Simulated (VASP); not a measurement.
# Si2N (I4/mmm) in VASP: notebook

Runs on Si2N. Level: PBE. Tasks: single point, relaxation of cell and atoms.

Program: VASP 6.6.1. These are calculated values, not measurements. Logs are shortened: lines on timing, memory, paths and dates and some standing lists are left out, and cuts for length are marked.

## 1. The cell of the first run

Symmetry: I4/mmm, No. 139, tetragonal system. Conventional cell: a = 3.017 Å, b = 3.017 Å, c = 9.704 Å, α = 90.00°, β = 90.00°, γ = 90.00°. Within 3.5 Å of Si (site symmetry 4mm) lie 5 N at 2.65 to 3.28 Å and 9 Si at 2.74 to 3.14 Å. Within 3.5 Å of N (site symmetry 4/mmm) lie 10 Si at 2.65 to 3.28 Å and 4 N at 3.02 Å.

## 2. Single point, PBE

INCAR reads:

```
PREC = Accurate
ENCUT = 520
EDIFF = 1E-6
ISMEAR = 0
SIGMA = 0.1
LREAL = F
LASPH = T
NELM = 100
ALGO = Normal
ISIF = 2
LWAVE = F
LCHARG = F
GGA = PE
NBANDS = 14
```

KPOINTS reads:

```
regular mesh
0
Gamma
  8 8 8
```

POSCAR reads:

```
Si2N
1.0
   -1.5086565800      1.5086565800      4.8522030800
    1.5086565800     -1.5086565800      4.8522030800
    1.5086565800      1.5086565800     -4.8522030800
Si N
2 1
Direct
    0.6615789500      0.6615789500      0.0000000000
    0.3384210500      0.3384210500      0.0000000000
    0.0000000000      0.0000000000      0.0000000000
```

Potentials or basis: VASP PAW PBE potentials, release 64 (Si, N).

Started as:

```
> cat potpaw_PBE.64/Si/POTCAR potpaw_PBE.64/N/POTCAR > POTCAR
> mpirun -np 1 vasp_std > vasp.out
```

OUTCAR:

```text
PREC = Accurate
   ENCUT = 520
   EDIFF = 1E-6
   ISMEAR = 0
   LREAL = F
   LASPH = T
   NELM = 100
   ISIF = 2
   GGA = PE

 ion  position               nearest neighbor table
   1  0.662  0.662  0.000-   2 2.74   2 2.74   2 2.74   2 2.74   2 3.14
   2  0.338  0.338  0.000-   1 2.74   1 2.74   1 2.74   1 2.74   1 3.14
   3  0.000  0.000  0.000-

  LATTYP: Found a body centered tetragonal cell.
 ALAT       =     3.0173131600
 C/A-ratio  =     3.2162409552

  Lattice vectors:

 A1 = (  -1.5086565800,   1.5086565800,   4.8522030800)
 A2 = (   1.5086565800,  -1.5086565800,   4.8522030800)
 A3 = (   1.5086565800,   1.5086565800,  -4.8522030800)

Analysis of symmetry for initial positions (statically):
=====================================================================
 Subroutine PRICEL returns:
 Original cell was already a primitive cell.

 Routine SETGRP: Setting up the symmetry group for a
 body centered tetragonal supercell.

 Subroutine GETGRP returns: Found 16 space group operations
 (whereof 16 operations were pure point group operations)
 out of a pool of 16 trial point group operations.

The static configuration has the point symmetry D_4h.

Analysis of symmetry for dynamics (positions and initial velocities):
=====================================================================
 Subroutine PRICEL returns:
 Original cell was already a primitive cell.

 Routine SETGRP: Setting up the symmetry group for a
 body centered tetragonal supercell.

 Subroutine GETGRP returns: Found 16 space group operations
 (whereof 16 operations were pure point group operations)
 out of a pool of 16 trial point group operations.

The dynamic configuration has the point symmetry D_4h.

 Subroutine INISYM returns: Found 16 space group operations
 (whereof 16 operations are pure point group operations),
 and found     1 'primitive' translations

----------------------------------------------------------------------------------------

                                     Primitive cell

  volume of cell :      44.1753

  direct lattice vectors                    reciprocal lattice vectors
    -1.508656580  1.508656580  4.852203080     0.000000000  0.331420687  0.103045976
     1.508656580 -1.508656580  4.852203080     0.331420687  0.000000000  0.103045976
     1.508656580  1.508656580 -4.852203080     0.331420687  0.331420687  0.000000000

  length of vectors
[... 94 lines left out ...]
   PSTRESS=    0.0 pullay stress
   NELECT =      13.0000    total number of electrons
   NUPDOWN=      -1.0000    fix difference up-down
   EMIN   =  10.00;   EMAX   =-10.00  energy-range for DOS
   EFERMI =   0.00;   METHOD = LEGACY
   ISMEAR =     0;   SIGMA  =   0.10  broadening in eV -4-tet -1-fermi 0-gaus
   EFERMI_NEDOS =   21; number of points for ismear=-14 and -15
   IALGO  =     38    algorithm
   IMIX   =      4    mixing-type and parameters
     AMIX     =   0.40;   BMIX     =  1.00
     AMIX_MAG =   1.60;   BMIX_MAG =  1.00
  volume/ion in A,a.u.               =      14.73        99.37
  Fermi-wavevector in a.u.,A,eV,Ry     =   1.088920  2.057761 16.133069  1.185747
  Thomas-Fermi vector in A             =   2.225112
   LORBIT       =      0    0 simple, 1 ext, 2 COOP (PROOUT), +10 PAW based schemes
   GGA     = PE    functional components
   LHFCALC =     F    Hartree Fock is set to
   AEXX    =    0.0000 exact exchange contribution
   IVDW    =     0    specifies the selected vdW correction
   LEPSILON=     F    determine dielectric tensor
   LRPA    =     F    only Hartree local field effects (RPA)
 non-spin polarized calculation
 Gauss-broadening in eV      SIGMA  =   0.10
  energy-cutoff  :      520.00
  volume of cell :       44.18
 maximum number of plane-waves:      1208
   NGX = 19   NGY = 19   NGZ = 19

 number of electron      12.9999999 magnetization

 Free energy of the ion-electron system (eV)
  ---------------------------------------------------
  ext. energy  EPLUGINS =         0.00000000
  ---------------------------------------------------
  free energy    TOTEN  =       -14.88460793 eV

  energy without entropy =      -14.87737018  energy(sigma->0) =      -14.88098905

 E-fermi :   6.6336     XC(G=0): -10.6141

 val. band max:        6.5878842561   @ k =   0.5000   0.5000   0.1250
 cond. band min:       6.6421321392   @ k =  -0.1250   0.3750   0.1250
 fundamental gap:      0.0542478831
 Fermi energy:         6.6335508865

 k-point     1 :       0.0000    0.0000    0.0000
  band No.  band energies     occupation
      1      -7.9900      2.00000
      2      -3.4397      2.00000
      3      -0.2787      2.00000
      4       5.9544      2.00000
      5       5.9544      2.00000
      6       6.1969      2.00000
      7       8.0516      0.00000
      8       9.1038      0.00000
      9       9.1038      0.00000
     10      11.8199      0.00000
     11      13.3952      0.00000
     12      14.8292      0.00000
     13      14.8292      0.00000
     14      14.9592      0.00000
[... 377 lines left out ...]
      1      -5.9223      2.00000
      2      -1.1222      2.00000
      3       0.0146      2.00000
      4       2.0689      2.00000
      5       4.0873      2.00000
      6       5.3614      2.00000
      7       6.2470      2.00000
      8       7.0502      0.00000
      9       7.9040      0.00000
     10       9.4732      0.00000
     11      10.5615      0.00000
     12      12.4220      0.00000
     13      16.1938      0.00000
     14      17.4383      0.00000

 [... further k-points ...]

------------------------ aborting loop because EDIFF is reached ----------------------------------------

  FORCE on cell =-STRESS in cart. coord.  units (eV):
  Direction    XX          YY          ZZ          XY          YZ          ZX
  --------------------------------------------------------------------------------------
  -------------------------------------------------------------------------------------
  Total       -4.4491024     -4.4491024     -7.8319021      0.0000000      0.0000000      0.0000000
  in kB     -161.3627325   -161.3627325   -284.0521549      0.0000000      0.0000000      0.0000000
  external PRESSURE =    -202.2592067 kB  Pullay stress =       0.0000000 kB

 VOLUME and BASIS-vectors are now :
 -----------------------------------------------------------------------------
  energy-cutoff  :      520.00
  volume of cell :       44.18
      direct lattice vectors                 reciprocal lattice vectors
    -1.508656580  1.508656580  4.852203080     0.000000000  0.331420687  0.103045976
     1.508656580 -1.508656580  4.852203080     0.331420687  0.000000000  0.103045976
     1.508656580  1.508656580 -4.852203080     0.331420687  0.331420687  0.000000000

 POSITION                                       TOTAL-FORCE (eV/Angst)
 -----------------------------------------------------------------------------------
      0.00000      0.00000      6.42023         0.000000      0.000000     -1.661278
      0.00000      0.00000      3.28418        -0.000000     -0.000000      1.661278
      0.00000      0.00000      0.00000        -0.000000     -0.000000     -0.000000
 -----------------------------------------------------------------------------------
    total drift:                               -0.000000     -0.000000      0.000000

  FREE ENERGIE OF THE ION-ELECTRON SYSTEM (eV)
  ---------------------------------------------------
  free  energy   TOTEN  =       -14.8846079267 eV

  energy  without entropy=      -14.8773701764  energy(sigma->0) =      -14.88098905
```

Wall time 40 s (1 thread of Intel Xeon Platinum 8488C (Sapphire Rapids), shared host); peak memory 0.22 GiB.

What came out:

| Property | Result |
| --- | --- |
| Free energy | -14.8846 eV |
| Pressure | -20.2 GPa |
| Largest force | 1.661 eV/Å |

Forces in eV/Å, atoms in the order of the input:
```
Si   0.000  0.000 -1.661
Si   0.000  0.000  1.661
N    0.000  0.000  0.000
```

Stress tensor (GPa, compression positive):
```
-16.14   0.00   0.00
  0.00 -16.14   0.00
  0.00   0.00 -28.41
```

Levels at points of the mesh, in eV from the Fermi level:
```csv
k point,band 4,band 5,band 6,band 7,band 8,band 9
"(0.00, 0.00, 0.00)",-0.68,-0.68,-0.44,1.42,2.47,2.47
"(0.50, 0.00, 0.00)",-5.42,-1.66,-1.08,0.01,2.76,5.03
"(0.50, 0.50, 0.00)",-4.39,-3.89,-3.82,-1.34,-0.92,0.02
"(0.50, 0.50, 0.50)",-1.95,-0.92,-0.92,3.35,3.35,4.22
```

Caveat: the k points lie up to 0.37 Å⁻¹ apart; forces of over 1 eV/Å act on the atoms, so gaps and moduli don't describe the material at rest.

[end of part 1 of 2]
